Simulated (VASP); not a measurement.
# Si16F (a cell with a defect) in VASP: a series of runs

The runs below take Si16F (a cell with a defect) through single point, with PBE.

Program: VASP 6.6.1. These are calculated values, not measurements. Logs are shortened: lines on timing, memory, paths and dates and some standing lists are left out, and cuts for length are marked.

## 1. The cell of the first run

The cell holds a defect, 17 atoms: a = 7.679 Å, b = 7.679 Å, c = 7.679 Å, α = 60.00°, β = 60.00°, γ = 60.00°.

## 2. Single point, PBE, collinear spin, ferromagnetic start

Contents of INCAR:

```
SYSTEM = Si16F
PREC = Accurate ; ENCUT = 520
EDIFF = 1E-6 ; ISMEAR = -1
SIGMA = 0.02 ; LREAL = Auto
LASPH = .TRUE. ; NELM = 150
ALGO = Normal ; ISIF = 2
LWAVE = .FALSE. ; LCHARG = .FALSE.
ISPIN = 2 ; MAGMOM = 0 0 0 0 0 0 0 0 0 0 0 0 0 0 0 0 1
LORBIT = 11 ; GGA = PE
NBANDS = 54
```

Contents of KPOINTS:

```
regular mesh
0
G
  2 2 2
  0 0 0
```

Contents of POSCAR:

```
Si16F
1.0
    0.0000000000      5.4300000000      5.4300000000
    5.4300000000      0.0000000000      5.4300000000
    5.4300000000      5.4300000000      0.0000000000
Si F
16 1
Direct
    0.0549631676     -0.0130110497     -0.0330662983
    0.0731491713      0.0885267035      0.2052670350
   -0.0509300184     -0.0010405157      0.5565101289
    0.1487476980      0.1122836096      0.6113627993
   -0.0275874770      0.5156537753      0.0453222836
    0.1630294659      0.6072651934      0.1172283610
    0.0431491713      0.4985082873      0.4786924494
    0.1403222836      0.6254235727      0.6392541436
    0.4258839779      0.0228637201      0.0301749540
    0.6496500921      0.1176611418      0.0832228361
    0.5406169429      0.0142633517      0.4556445672
    0.5587476980      0.1387476980      0.6618600368
    0.5451565378      0.5005156538      0.0011049724
    0.6045948435      0.6561602210      0.1308379374
    0.5278268877      0.5067219153      0.4961694291
    0.6050460405      0.6518600368      0.6233885820
    0.8304788214      0.2699079190      0.1876058932
```

Potentials or basis: VASP PAW PBE potentials, release 64 (Si, F).

The run is started by

```bash
$ cat potpaw_PBE.64/Si/POTCAR potpaw_PBE.64/F/POTCAR > POTCAR
$ mpirun -np 1 vasp_std > vasp.out
```

OUTCAR:

```text
SYSTEM = Si16F
   PREC = Accurate
   ENCUT = 520
   EDIFF = 1E-6
   ISMEAR = -1
   LREAL = Auto
   LASPH = .TRUE.
   NELM = 150
   ISIF = 2
   ISPIN = 2
   LORBIT = 11
   GGA = PE

 ion  position               nearest neighbor table
   1  0.055  0.987  0.967-   4 2.24   6 2.39   2 2.40  10 2.55
   2  0.073  0.089  0.205-  17 1.70   3 2.21   9 2.25   1 2.40   5 2.69
   3  0.949  0.999  0.557-   2 2.21   4 2.37   8 2.38  12 2.45
   4  0.149  0.112  0.611-   1 2.24   3 2.37   7 2.43  11 2.47
   5  0.972  0.516  0.045-  17 2.18   6 2.27  14 2.32   8 2.56   2 2.69
   6  0.163  0.607  0.117-   7 2.27   5 2.27   1 2.39  13 2.41
   7  0.043  0.499  0.479-   6 2.27   8 2.42   4 2.43  16 2.75
   8  0.140  0.625  0.639-   3 2.38   7 2.42  15 2.43   5 2.56
   9  0.426  0.023  0.030-   2 2.25  12 2.31  14 2.33  10 2.43
  10  0.650  0.118  0.083-  11 2.35   9 2.43  13 2.45   1 2.55
  11  0.541  0.014  0.456-  12 2.30  16 2.31  10 2.35   4 2.47
  12  0.559  0.139  0.662-  11 2.30   9 2.31  15 2.39   3 2.45
  13  0.545  0.501  0.001-  14 2.20   6 2.41  16 2.41  10 2.45
  14  0.605  0.656  0.131-  13 2.20  15 2.31   5 2.32   9 2.33  17 2.51
  15  0.528  0.507  0.496-  16 2.21  14 2.31  12 2.39   8 2.43
  16  0.605  0.652  0.623-  15 2.21  11 2.31  13 2.41   7 2.75
  17  0.830  0.270  0.188-   2 1.70   5 2.18  14 2.51

  LATTYP: Found a face centered cubic cell.
 ALAT       =    10.8600000000

  Lattice vectors:

 A1 = (   0.0000000000,   5.4300000000,   5.4300000000)
 A2 = (   5.4300000000,   0.0000000000,   5.4300000000)
 A3 = (   5.4300000000,   5.4300000000,   0.0000000000)

Analysis of symmetry for initial positions (statically):
=====================================================================
 Subroutine PRICEL returns:
 Original cell was already a primitive cell.

 Routine SETGRP: Setting up the symmetry group for a
 face centered cubic supercell.

 Subroutine GETGRP returns: Found  1 space group operations
 (whereof  1 operations were pure point group operations)
 out of a pool of 48 trial point group operations.

The static configuration has the point symmetry C_1 .

Analysis of symmetry for dynamics (positions and initial velocities):
=====================================================================
 Subroutine PRICEL returns:
 Original cell was already a primitive cell.

 Routine SETGRP: Setting up the symmetry group for a
 face centered cubic supercell.

 Subroutine GETGRP returns: Found  1 space group operations
 (whereof  1 operations were pure point group operations)
 out of a pool of 48 trial point group operations.

The dynamic configuration has the point symmetry C_1 .

Analysis of structural, dynamic, and magnetic symmetry:
=====================================================================
 Subroutine PRICEL returns:
 Original cell was already a primitive cell.

 Routine SETGRP: Setting up the symmetry group for a
 face centered cubic supercell.

 Subroutine GETGRP returns: Found  1 space group operations
 (whereof  1 operations were pure point group operations)
 out of a pool of 48 trial point group operations.

The overall configuration has the point symmetry C_1 .

 Subroutine INISYM returns: Found  1 space group operations
 (whereof  1 operations are pure point group operations),
 and found     1 'primitive' translations

----------------------------------------------------------------------------------------

                                     Primitive cell

  volume of cell :     320.2060

  direct lattice vectors                    reciprocal lattice vectors
     0.000000000  5.430000000  5.430000000    -0.092081031  0.092081031  0.092081031
     5.430000000  0.000000000  5.430000000     0.092081031 -0.092081031  0.092081031
     5.430000000  5.430000000  0.000000000     0.092081031  0.092081031 -0.092081031

  length of vectors
     7.679179644  7.679179644  7.679179644     0.159489025  0.159489025  0.159489025

  position of ions in fractional coordinates (direct lattice)
     0.054963168  0.986988950  0.966933702
     0.073149171  0.088526704  0.205267035
     0.949069982  0.998959484  0.556510129
     0.148747698  0.112283610  0.611362799
     0.972412523  0.515653775  0.045322284
     0.163029466  0.607265193  0.117228361
[... 9 lines left out ...]
     0.605046040  0.651860037  0.623388582
     0.830478821  0.269907919  0.187605893
[... 62 lines left out ...]
   ions per type =              16   1
   NGX,Y,Z   is equivalent  to a cutoff of  12.99, 12.99, 12.99 a.u.
   NGXF,Y,Z  is equivalent  to a cutoff of  25.98, 25.98, 25.98 a.u.
 SYSTEM =  Si16F
   PREC   = accura    normal or accurate (medium, high low for compatibility)
   ISTART =      0    job   : 0-new  1-cont  2-samecut
   ICHARG =      2    charge: 1-file 2-atom 10-const
   ISPIN  =      2    spin polarized calculation?
   LNONCOLLINEAR =      F non collinear calculations
   LSORBIT =      F    spin-orbit coupling
   LASPH  =      T    aspherical Exc in radial PAW
   ENCUT  =  520.0 eV  38.22 Ry    6.18 a.u.  14.28 14.28 14.28*2*pi/ulx,y,z
   NELM   =    150;   NELMIN=  2; NELMDL= -5     # of ELM steps
   EDIFF  = 0.1E-05   stopping-criterion for ELM
   LREAL  =      T    real-space projection
   EDIFFG = 0.1E-04   stopping-criterion for IOM
   NSW    =      0    number of steps for IOM
   IBRION =     -1    ionic relax: 0-MD 1-quasi-New 2-CG
   NFREE  =      0    steps in history (QN), initial steepest desc. (CG)
   ISIF   =      2    stress and relaxation
   ISYM   =      2    0-nonsym 1-usesym 2-fastsym
   POTIM  = 0.5000    time-step for ionic-motion
   TEBEG  =    0.0;   TEEND  =   0.0 temperature during run
   PSTRESS=    0.0 pullay stress
   NELECT =      71.0000    total number of electrons
   NUPDOWN=      -1.0000    fix difference up-down
   EMIN   =  10.00;   EMAX   =-10.00  energy-range for DOS
   EFERMI =   0.00;   METHOD = LEGACY
   ISMEAR =    -1;   SIGMA  =   0.02  broadening in eV -4-tet -1-fermi 0-gaus
   EFERMI_NEDOS =   21; number of points for ismear=-14 and -15
   IALGO  =     38    algorithm
   IMIX   =      4    mixing-type and parameters
     AMIX     =   0.40;   BMIX     =  1.00
     AMIX_MAG =   1.60;   BMIX_MAG =  1.00
  volume/ion in A,a.u.               =      18.84       127.11
  Fermi-wavevector in a.u.,A,eV,Ry     =   0.990873  1.872478 13.358586  0.981828
  Thomas-Fermi vector in A             =   2.122574
   LORBIT       =     11    0 simple, 1 ext, 2 COOP (PROOUT), +10 PAW based schemes
   GGA     = PE    functional components
   LHFCALC =     F    Hartree Fock is set to
   AEXX    =    0.0000 exact exchange contribution
   IVDW    =     0    specifies the selected vdW correction
   LEPSILON=     F    determine dielectric tensor
   LRPA    =     F    only Hartree local field effects (RPA)
 spin polarized calculation
  energy-cutoff  :      520.00
  volume of cell :      320.21
 maximum number of plane-waves:      8646
 NGX is ok and might be reduce to    60
   NGX = 29   NGY = 29   NGZ = 29

 number of electron      71.0000004 magnetization       0.0012241

 Free energy of the ion-electron system (eV)
  ---------------------------------------------------
  ext. energy  EPLUGINS =         0.00000000
  ---------------------------------------------------
  free energy    TOTEN  =       -85.13311018 eV

  energy without entropy =      -85.12722203  energy(sigma->0) =      -85.13016610

 E-fermi :   6.2726     XC(G=0):  -9.5912

 val. band max:        6.2498433930   @ k =   0.0000   0.0000   0.0000
 cond. band min:       6.2949470901   @ k =   0.0000   0.0000   0.5000
 fundamental gap:      0.0451036972
 Fermi energy:         6.2725813564

 spin component 1

 k-point     1 :       0.0000    0.0000    0.0000
  band No.  band energies     occupation
      1     -20.0965      1.00000
      2      -5.8726      1.00000
      3      -4.7963      1.00000
      4      -3.9408      1.00000
      5      -3.7241      1.00000
      6      -3.5018      1.00000
[... 389 lines left out ...]
     46       9.7838      0.00000
     47      10.1113      0.00000
 Fermi energy:         6.2725813564

 spin component 2

 k-point     1 :       0.0000    0.0000    0.0000
  band No.  band energies     occupation
      1     -20.0963      1.00000
      2      -5.8725      1.00000
      3      -4.7962      1.00000
      4      -3.9406      1.00000
      5      -3.7241      1.00000
      6      -3.5017      1.00000
[... 389 lines left out ...]
     46       9.7838      0.00000
     47      10.1114      0.00000
 [bands above 47 left out]

------------------------ aborting loop because EDIFF is reached ----------------------------------------

  FORCE on cell =-STRESS in cart. coord.  units (eV):
  Direction    XX          YY          ZZ          XY          YZ          ZX
  --------------------------------------------------------------------------------------
  -------------------------------------------------------------------------------------
  Total        9.9655404     10.6554752      6.5292426      4.2948899     -0.8231487      3.3359638
  in kB       49.8634075     53.3155533     32.6696067     21.4898378     -4.1186927     16.6917713
  external PRESSURE =      45.2828558 kB  Pullay stress =       0.0000000 kB

 VOLUME and BASIS-vectors are now :
 -----------------------------------------------------------------------------
  energy-cutoff  :      520.00
  volume of cell :      320.21
      direct lattice vectors                 reciprocal lattice vectors
     0.000000000  5.430000000  5.430000000    -0.092081031  0.092081031  0.092081031
     5.430000000  0.000000000  5.430000000     0.092081031 -0.092081031  0.092081031
     5.430000000  5.430000000  0.000000000     0.092081031  0.092081031 -0.092081031

 POSITION                                       TOTAL-FORCE (eV/Angst)
 -----------------------------------------------------------------------------------
     10.60980      5.54890      5.65780         0.867586      0.423590     -1.872294
      1.59530      1.51180      0.87790        -1.325019     -0.613529      0.826644
      8.44620      8.17530     10.57780         0.490473      1.342336     -0.635668
      3.92940      4.12740      1.41740        -0.216742     -0.864171      1.280063
      3.04610      5.52630      8.08020        -1.588077     -0.429286      1.818851
      3.93400      1.52180      4.18270         0.173775      0.025060      0.897324
[... 9 lines left out ...]
      6.92460      6.67040      6.82500        -0.060139      2.472117      1.527333
      2.48430      5.52820      5.97510         0.523862     -0.929825     -0.912617
 -----------------------------------------------------------------------------------
    total drift:                                0.002580     -0.000726     -0.005105

  FREE ENERGIE OF THE ION-ELECTRON SYSTEM (eV)
  ---------------------------------------------------
  free  energy   TOTEN  =       -85.1331101750 eV

  energy  without entropy=      -85.1272220344  energy(sigma->0) =      -85.13016610

 total charge

# of ion       s       p       d       tot
------------------------------------------
    1        0.762   0.920   0.000   1.682
    2        0.737   0.923   0.000   1.660
    3        0.754   0.946   0.000   1.700
    4        0.751   0.923   0.000   1.674
    5        0.782   0.852   0.000   1.633
    6        0.753   0.957   0.000   1.710
[... 9 lines left out ...]
   16        0.753   0.925   0.000   1.678
   17        1.769   4.379   0.000   6.148
--------------------------------------------------
tot         13.863  19.134   0.000  32.997

 magnetization (x)

# of ion       s       p       d       tot
------------------------------------------
    1        0.000   0.000   0.000   0.000
    2        0.000   0.000   0.000   0.000
    3        0.000   0.000   0.000   0.000
    4        0.000   0.000   0.000   0.000
    5        0.000   0.000   0.000   0.000
    6        0.000   0.000   0.000   0.000
[... 9 lines left out ...]
   16        0.000   0.000   0.000   0.000
   17        0.000   0.000   0.000   0.000
--------------------------------------------------
tot          0.000   0.000   0.000   0.000
```

Run time: 12 min. Hardware: 1 thread of Intel Xeon Platinum 8259CL at 2.50GHz (Skylake/Cascade Lake), shared host; peak memory 0.71 GiB.

What came out:

* Free energy: -85.1331 eV
* Pressure: 4.5 GPa
* Largest force: 3.536 eV/Å
* Net moment: 0.00 μB per cell
* Valence electrons inside the program's atomic spheres: Si 1.68, 1.66, 1.70, 1.67, 1.63, 1.71, 1.64, 1.69, 1.74; F 6.15

Forces in eV/Å, atoms in the order of the input:
```
Si   0.868  0.424 -1.872
Si  -1.325 -0.614  0.827
Si   0.490  1.342 -0.636
Si  -0.217 -0.864  1.280
Si  -1.588 -0.429  1.819
Si   0.174  0.025  0.897
Si   1.462  0.264 -1.212
Si   0.227  0.191 -1.074
Si   0.059  0.981  1.238
Si   0.181  0.127  0.707
Si   0.179 -0.828 -1.321
Si  -0.428  0.506  1.323
Si  -1.987 -2.303 -1.803
Si   1.137  0.603  1.029
Si   0.303 -0.968 -1.816
Si  -0.060  2.472  1.527
F    0.524 -0.930 -0.913
```

Caveat: the k points lie up to 0.50 Å⁻¹ apart.

[end of part 1 of 2]
